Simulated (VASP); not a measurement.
# TaN (P1) in VASP: single point with PBE

Aim: the single point of TaN with PBE.

Program: VASP 6.6.1. These are calculated values, not measurements. Logs are shortened: lines on timing, memory, paths and dates and some standing lists are left out, and cuts for length are marked.

## Step 1: The cell of the first run

The typed cell holds 16 atoms: a = 5.880 Å, b = 5.092 Å, c = 5.780 Å, α = 90.00°, β = 90.00°, γ = 90.00°.

## Step 2: Single point, PBE

Input file INCAR:

```
PREC = Accurate
ENCUT = 520
EDIFF = 1E-6
ISMEAR = -1
SIGMA = 0.17
LREAL = Auto
LASPH = T
NELM = 60
ALGO = Normal
ISIF = 2
LWAVE = F
LCHARG = F
GGA = PE
NBANDS = 78
```

Input file KPOINTS:

```
Automatic mesh
0
Gamma
  2 2 2
```

Input file POSCAR:

```
TaN
1.0
   -2.9399420000     -5.0921290000      0.0000000000
    4.4099130000     -2.5460650000      0.0000000000
    0.0000000000      0.0000000000      5.7803500000
Ta N
8 8
Direct
    0.7410631217      0.4887585302      0.2272526750
    0.7297737782      0.4705291422      0.7164964059
    0.4913850359     -0.0111921697      0.2067694863
    0.4782747829     -0.0216557284      0.7112718088
    0.2369707417      0.4708891618      0.2150042817
    0.2466292685      0.4672826301      0.7189876046
   -0.0183005468     -0.0113159934      0.2073749859
    0.0012506162     -0.0168763558      0.7110123089
    0.4951807340      0.6456142417     -0.0330083818
    0.5095098110      0.6496339707      0.4606641466
    0.2301007682      0.1507020462     -0.0317108826
    0.2373042493      0.1491777115      0.4724800401
   -0.0210245571      0.6535024663     -0.0352227806
   -0.0052278620      0.6549404464      0.4664596434
    0.7333077566      0.1454410263     -0.0409490775
    0.7291640633      0.1625655777      0.4613215463
```

Potentials or basis: VASP PAW PBE potentials, release 64 (Ta_pv, N).

Command:

```console
$ cat potpaw_PBE.64/Ta_pv/POTCAR potpaw_PBE.64/N/POTCAR > POTCAR
$ mpirun -np 1 vasp_std > vasp.out
```

OUTCAR:

```text
PREC = Accurate
   ENCUT = 520
   EDIFF = 1E-6
   ISMEAR = -1
   LREAL = Auto
   LASPH = T
   NELM = 60
   ISIF = 2
   GGA = PE

 ion  position               nearest neighbor table
   1  0.741  0.489  0.227-  10 2.08  16 2.14  14 2.20  13 2.23   9 2.23  15 2.34   2 2.83   7 2.91
                             7 2.92   5 2.92   3 2.94   3 2.94   2 2.95   5 2.97
   2  0.730  0.471  0.716-  16 2.15  10 2.17  15 2.17   9 2.19  13 2.25  14 2.32   1 2.83   6 2.84
                             4 2.91   8 2.95   1 2.95   4 2.98   6 3.04   8 3.06
   3  0.491  0.989  0.207-  15 2.17  16 2.21  11 2.22   9 2.23  10 2.27  12 2.29   4 2.87   5 2.88
                             7 2.88   4 2.92   1 2.94   1 2.94   7 3.00   5 3.03
   4  0.478  0.978  0.711-  12 2.16  10 2.22  15 2.24   9 2.25  11 2.26  16 2.27   8 2.80   6 2.84
                             3 2.87   2 2.91   3 2.92   6 2.94   2 2.98   8 3.08
   5  0.237  0.471  0.215-  11 2.17  12 2.21  14 2.24   9 2.27  13 2.29  10 2.33   6 2.87   3 2.88
                             7 2.88   6 2.91   1 2.92   1 2.97   3 3.03   7 3.03
   6  0.247  0.467  0.719-  12 2.16  11 2.16   9 2.24  14 2.29  13 2.32  10 2.34   4 2.84   2 2.84
                             8 2.86   5 2.87   5 2.91   4 2.94   8 3.00   2 3.04
   7  0.982  0.989  0.207-  11 2.17  15 2.20  13 2.21  14 2.27  16 2.27  12 2.30   8 2.87   5 2.88
                             3 2.88   8 2.91   1 2.91   1 2.92   3 3.00   5 3.03
   8  0.001  0.983  0.711-  12 2.13  11 2.18  14 2.19  13 2.23  15 2.28  16 2.34   4 2.80   6 2.86
                             7 2.87   7 2.91   2 2.95   6 3.00   2 3.06   4 3.08
   9  0.495  0.646  0.967-   2 2.19   3 2.23   1 2.23   6 2.24   4 2.25   5 2.27
  10  0.510  0.650  0.461-   1 2.08   2 2.17   4 2.22   3 2.27   5 2.33   6 2.34
  11  0.230  0.151  0.968-   6 2.16   5 2.17   7 2.17   8 2.18   3 2.22   4 2.26
  12  0.237  0.149  0.472-   8 2.13   6 2.16   4 2.16   5 2.21   3 2.29   7 2.30
  13  0.979  0.654  0.965-   7 2.21   1 2.23   8 2.23   2 2.25   5 2.29   6 2.32
  14  0.995  0.655  0.466-   8 2.19   1 2.20   5 2.24   7 2.27   6 2.29   2 2.32
  15  0.733  0.145  0.959-   2 2.17   3 2.17   7 2.20   4 2.24   8 2.28   1 2.34
  16  0.729  0.163  0.461-   1 2.14   2 2.15   3 2.21   7 2.27   4 2.27   8 2.34

  LATTYP: Found a simple orthorhombic cell.
 ALAT       =     5.0921291865
 B/A-ratio  =     1.1351538400
 C/A-ratio  =     1.1547004913

  Lattice vectors:

 A1 = (   4.4099130000,  -2.5460650000,   0.0000000000)
 A2 = (   0.0000000000,   0.0000000000,   5.7803500000)
 A3 = (  -2.9399420000,  -5.0921290000,   0.0000000000)

Analysis of symmetry for initial positions (statically):
=====================================================================
 Subroutine PRICEL returns:
 Original cell was already a primitive cell.

 Routine SETGRP: Setting up the symmetry group for a
 simple orthorhombic supercell.

 Subroutine GETGRP returns: Found  1 space group operations
 (whereof  1 operations were pure point group operations)
 out of a pool of  8 trial point group operations.

The static configuration has the point symmetry C_1 .

Analysis of symmetry for dynamics (positions and initial velocities):
=====================================================================
 Subroutine PRICEL returns:
 Original cell was already a primitive cell.

 Routine SETGRP: Setting up the symmetry group for a
 simple orthorhombic supercell.

 Subroutine GETGRP returns: Found  1 space group operations
 (whereof  1 operations were pure point group operations)
 out of a pool of  8 trial point group operations.

The dynamic configuration has the point symmetry C_1 .

 Subroutine INISYM returns: Found  1 space group operations
 (whereof  1 operations are pure point group operations),
 and found     1 'primitive' translations

----------------------------------------------------------------------------------------

                                     Primitive cell

  volume of cell :     173.0702

  direct lattice vectors                    reciprocal lattice vectors
    -2.939942000 -5.092129000  0.000000000    -0.085035704 -0.147286128  0.000000000
     4.409913000 -2.546065000  0.000000000     0.170071374 -0.098190752  0.000000000
     0.000000000  0.000000000  5.780350000     0.000000000  0.000000000  0.172999905

  length of vectors
     5.879884073  5.092129186  5.780350000     0.170071380  0.196381506  0.172999905

  position of ions in fractional coordinates (direct lattice)
     0.741063122  0.488758530  0.227252675
     0.729773778  0.470529142  0.716496406
     0.491385036  0.988807830  0.206769486
     0.478274783  0.978344272  0.711271809
     0.236970742  0.470889162  0.215004282
     0.246629269  0.467282630  0.718987605
[... 8 lines left out ...]
     0.733307757  0.145441026  0.959050922
     0.729164063  0.162565578  0.461321546

  ion indices of the primitive-cell ions
   primitive index   ion index
                 1           1
                 2           2
                 3           3
                 4           4
                 5           5
                 6           6
[... 8 lines left out ...]
                15          15
                16          16

----------------------------------------------------------------------------------------

 KPOINTS: Automatic mesh

Automatic generation of k-mesh.
 Grid dimensions read from file:
 generate k-points for:    2    2    2

 Generating k-lattice:

  Cartesian coordinates                     Fractional coordinates (reciprocal lattice)
    -0.042517852 -0.073643064  0.000000000     0.500000000  0.000000000  0.000000000
     0.085035687 -0.049095376  0.000000000    -0.000000000  0.500000000  0.000000000
     0.000000000  0.000000000  0.086499952     0.000000000  0.000000000  0.500000000

  Length of vectors
     0.085035690  0.098190753  0.086499952

  Shift w.r.t. Gamma in fractional coordinates (k-lattice)
     0.000000000  0.000000000  0.000000000

 Subroutine IBZKPT returns following result:
 ===========================================

 Found      8 irreducible k-points:

 Following reciprocal coordinates:
            Coordinates               Weight
  0.000000  0.000000  0.000000      1.000000
  0.500000  0.000000  0.000000      1.000000
 -0.000000  0.500000  0.000000      1.000000
  0.500000  0.500000  0.000000      1.000000
  0.000000  0.000000  0.500000      1.000000
  0.500000  0.000000  0.500000      1.000000
 -0.000000  0.500000  0.500000      1.000000
  0.500000  0.500000  0.500000      1.000000
   k-points           NKPTS =      8   k-points in BZ     NKDIM =      8   number of bands    NBANDS=     78
   number of dos      NEDOS =    301   number of ions     NIONS =     16
   total plane-waves  NPLWV =  92160
   dimension x,y,z NGX =    48 NGY =   40 NGZ =   48
   dimension x,y,z NGXF=    96 NGYF=   80 NGZF=   96
   ions per type =               8   8
   NGX,Y,Z   is equivalent  to a cutoff of  13.57, 13.06, 13.81 a.u.
   NGXF,Y,Z  is equivalent  to a cutoff of  27.14, 26.12, 27.61 a.u.
 SYSTEM =  unknown system
   PREC   = accura    normal or accurate (medium, high low for compatibility)
   ISTART =      0    job   : 0-new  1-cont  2-samecut
   ICHARG =      2    charge: 1-file 2-atom 10-const
   ISPIN  =      1    spin polarized calculation?
   LNONCOLLINEAR =      F non collinear calculations
   LSORBIT =      F    spin-orbit coupling
   LASPH  =      T    aspherical Exc in radial PAW
   ENCUT  =  520.0 eV  38.22 Ry    6.18 a.u.  10.93  9.47 10.75*2*pi/ulx,y,z
   NELM   =     60;   NELMIN=  2; NELMDL= -5     # of ELM steps
   EDIFF  = 0.1E-05   stopping-criterion for ELM
   LREAL  =      T    real-space projection
   EDIFFG = 0.1E-04   stopping-criterion for IOM
   NSW    =      0    number of steps for IOM
   IBRION =     -1    ionic relax: 0-MD 1-quasi-New 2-CG
   NFREE  =      0    steps in history (QN), initial steepest desc. (CG)
   ISIF   =      2    stress and relaxation
   ISYM   =      2    0-nonsym 1-usesym 2-fastsym
   POTIM  = 0.5000    time-step for ionic-motion
   TEBEG  =    0.0;   TEEND  =   0.0 temperature during run
   PSTRESS=    0.0 pullay stress
   NELECT =     128.0000    total number of electrons
   NUPDOWN=      -1.0000    fix difference up-down
   EMIN   =  10.00;   EMAX   =-10.00  energy-range for DOS
   EFERMI =   0.00;   METHOD = LEGACY
   ISMEAR =    -1;   SIGMA  =   0.17  broadening in eV -4-tet -1-fermi 0-gaus
   EFERMI_NEDOS =   21; number of points for ismear=-14 and -15
   IALGO  =     38    algorithm
   IMIX   =      4    mixing-type and parameters
     AMIX     =   0.40;   BMIX     =  1.00
     AMIX_MAG =   1.60;   BMIX_MAG =  1.00
  volume/ion in A,a.u.               =      10.82        73.00
  Fermi-wavevector in a.u.,A,eV,Ry     =   1.480485  2.797711 29.821742  2.191836
  Thomas-Fermi vector in A             =   2.594513
   LORBIT       =      0    0 simple, 1 ext, 2 COOP (PROOUT), +10 PAW based schemes
   GGA     = PE    functional components
   LHFCALC =     F    Hartree Fock is set to
   AEXX    =    0.0000 exact exchange contribution
   IVDW    =     0    specifies the selected vdW correction
   LEPSILON=     F    determine dielectric tensor
   LRPA    =     F    only Hartree local field effects (RPA)
 non-spin polarized calculation
  energy-cutoff  :      520.00
  volume of cell :      173.07
 maximum number of plane-waves:      4674
 NGX is ok and might be reduce to    48
   NGX = 21   NGY = 19   NGZ = 21

 number of electron     128.0000005 magnetization

 Free energy of the ion-electron system (eV)
  ---------------------------------------------------
  ext. energy  EPLUGINS =         0.00000000
  ---------------------------------------------------
  free energy    TOTEN  =      -178.03175908 eV

  energy without entropy =     -177.86882185  energy(sigma->0) =     -177.95029046

 E-fermi :   8.3198     XC(G=0): -13.3158

 val. band max:        8.2089922376   @ k =   0.0000   0.0000   0.0000
 cond. band min:       8.8686324335   @ k =   0.0000   0.0000   0.5000
 fundamental gap:      0.6596401958
 Fermi energy:         8.3198392769

 k-point     1 :       0.0000    0.0000    0.0000
  band No.  band energies     occupation
      1     -27.5381      2.00000
      2     -27.4225      2.00000
      3     -27.2838      2.00000
      4     -27.2755      2.00000
      5     -27.2673      2.00000
      6     -27.2629      2.00000
[... 621 lines left out ...]
     75      11.6649      0.00000
     76      11.7026      0.00000
 [bands above 76 left out]

------------------------ aborting loop because EDIFF is reached ----------------------------------------

  FORCE on cell =-STRESS in cart. coord.  units (eV):
  Direction    XX          YY          ZZ          XY          YZ          ZX
  --------------------------------------------------------------------------------------
  -------------------------------------------------------------------------------------
  Total        7.2040637      7.6965226      8.4246792      0.8517674      0.4903825      0.5097874
  in kB       66.6907826     71.2496633     77.9904886      7.8851376      4.5396589      4.7192980
  external PRESSURE =      71.9769782 kB  Pullay stress =       0.0000000 kB

 VOLUME and BASIS-vectors are now :
 -----------------------------------------------------------------------------
  energy-cutoff  :      520.00
  volume of cell :      173.07
      direct lattice vectors                 reciprocal lattice vectors
    -2.939942000 -5.092129000  0.000000000    -0.085035704 -0.147286128  0.000000000
     4.409913000 -2.546065000  0.000000000     0.170071374 -0.098190752  0.000000000
     0.000000000  0.000000000  5.780350000     0.000000000  0.000000000  0.172999905

 POSITION                                       TOTAL-FORCE (eV/Angst)
 -----------------------------------------------------------------------------------
     -0.02330     -5.01800      1.31360        -0.206466      0.032449     -2.564074
     -0.07050     -4.91410      4.14160         0.490787     -2.505696      0.436620
      2.91591     -5.01976      1.19520        -0.720588      0.986759      1.133518
      2.90831     -4.92636      4.11140        -1.645705     -1.677716      0.270949
      1.37990     -2.40560      1.24280         1.865265     -1.327527      0.359325
      1.33560     -2.44560      4.15600         2.849634      0.082641     -0.559515
[... 8 lines left out ...]
     -1.51450     -4.10440      5.54365         0.095408     -0.277694      0.218265
     -1.42680     -4.12690      2.66660        -1.449991      0.027575      0.157107
 -----------------------------------------------------------------------------------
    total drift:                               -0.000771      0.005489      0.004046

  FREE ENERGIE OF THE ION-ELECTRON SYSTEM (eV)
  ---------------------------------------------------
  free  energy   TOTEN  =      -178.0317590767 eV

  energy  without entropy=     -177.8688218515  energy(sigma->0) =     -177.95029046
```

It took 2.7 min on 1 thread of AMD EPYC 7R13 (Zen 3), shared host; peak memory 0.29 GiB.

Results:

```
Free energy   : -178.0318 eV
Pressure      : 7.2 GPa
Largest force : 3.020 eV/Å
```

Forces on the atoms (eV/Å):
```
Ta  -0.206  0.032 -2.564
Ta   0.491 -2.506  0.437
Ta  -0.721  0.987  1.134
Ta  -1.646 -1.678  0.271
Ta   1.865 -1.328  0.359
Ta   2.850  0.083 -0.560
Ta  -1.194 -0.016  1.228
Ta   0.473  2.964  0.336
N    0.281  0.640 -0.020
N    1.243  1.607  0.600
N   -0.705 -0.323 -0.363
N   -0.171 -0.133 -1.220
N   -0.862 -0.370  0.034
N   -0.343  0.290 -0.048
N    0.095 -0.278  0.218
N   -1.450  0.028  0.157
```

Stress tensor (GPa, compression positive):
```
6.67 0.79 0.47
0.79 7.12 0.45
0.47 0.45 7.80
```

Levels at points of the mesh, in eV from the Fermi level:
```
           k point  band 62  band 63  band 64  band 65  band 66  band 67
(0.00, 0.00, 0.00)    -1.01    -0.63    -0.19    -0.11     0.73     1.13
(0.50, 0.00, 0.00)    -0.64    -0.56    -0.38     1.05     1.15     1.32
(0.00, 0.50, 0.00)    -1.60    -0.45    -0.41     1.62     1.78     2.01
(0.50, 0.50, 0.00)    -1.67    -1.62    -1.49     1.10     1.54     1.57
(0.00, 0.00, 0.50)    -1.04    -0.49    -0.38     0.55     0.64     0.76
(0.50, 0.00, 0.50)    -0.89    -0.80    -0.74     0.83     1.01     1.08
(0.00, 0.50, 0.50)    -1.53    -1.47    -1.44     1.47     1.55     1.81
(0.50, 0.50, 0.50)    -1.50    -1.49    -1.23     1.19     1.35     1.46
```

Caveat: the k points lie up to 0.62 Å⁻¹ apart; the atoms stand as in a frame of molecular dynamics; spin-orbit coupling is left out, which moves the levels of the heavy elements; forces of over 1 eV/Å act on the atoms, so gaps and moduli don't describe the material at rest.
